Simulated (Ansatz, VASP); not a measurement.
W: VASP beside Ansatz

INCAR

```
SYSTEM = W
PREC     = Accurate       ! precision mode
ENCUT    = 520            ! plane-wave cutoff, eV
EDIFF    = 1E-7           ! SCF threshold, eV
ISMEAR   = -1             ! smearing method
SIGMA    = 0.1            ! smearing width, eV
LREAL    = .FALSE.        ! projectors in reciprocal space
LASPH    = .TRUE.         ! aspherical terms in the spheres
NELM     = 100            ! most SCF steps
ALGO     = Normal         ! electronic algorithm
ISIF     = 2              ! what is computed and relaxed
LWAVE    = .FALSE.        ! write WAVECAR
LCHARG   = .FALSE.        ! write CHGCAR
GGA      = RP             ! functional
NBANDS   = 21             ! bands
```

Contents of KPOINTS:

```
Automatic mesh
0
G
  15 15 7
  0 0 0
```

POSCAR

```
W
1.0
    2.8954716729      0.0000000000      0.0000000000
   -1.4477358365      2.5075520247      0.0000000000
    0.0000000000      0.0000000000      5.1660009289
W
2
Direct
    0.3333333333      0.6666666667      0.2500000000
    0.6666666667      0.3333333333      0.7500000000
```

Input for Ansatz:

```yaml
crystal:
  lattice:
    - [2.8954716729, 0.0, 0.0]
    - [-1.4477358365, 2.5075520247, 0.0]
    - [0.0, 0.0, 5.1660009289]
  atoms:
    - { symbol: W, position: [0.3333333333, 0.6666666667, 0.25] }
    - { symbol: W, position: [0.6666666667, 0.3333333333, 0.75] }
hamiltonian:
  xc: rpbe
  pseudopotentials:
    kind: paw
    azcp:
      W: "pseudopotentials/W.paw.azcp"
basis:
  ecutwfc: 420
  fft_grid_basis: typed
kpoints:
  mp_grid: { grid: [15, 15, 7], shift: [0, 0, 0] }
magnetization:
  spin_polarized: false
scf:
  occupations: { method: fermi_dirac, width: 0.1 }
  lower_state_search: "off"
output:
  stress: true
```

Alike in both runs: task single point; functional RPBE; k mesh 15 × 15 × 7; occupations fermi-dirac, width 0.1 eV; no spin polarisation.

|  | VASP | Ansatz |
| --- | --- | --- |
| version | VASP 6.6.1 | Ansatz 0.2.0 |
| potentials or method | VASP PAW PBE potentials, release 64 (W_sv), cutoff 520 eV | plane waves (420 eV) with PAW, scalar-relativistic |
| valence electrons in the cell | 28 | 28 |

|  | VASP | Ansatz | Ansatz less VASP |
| --- | --- | --- | --- |
| pressure (GPa) | -24.1 | -24.2 | -0.15 |
| traceless stress, the component that is largest in VASP (GPa) | 3.08 | 3.16 | +0.080 |

VASP's potentials were made for PBE, not for RPBE.

Neither program's run includes spin-orbit coupling.
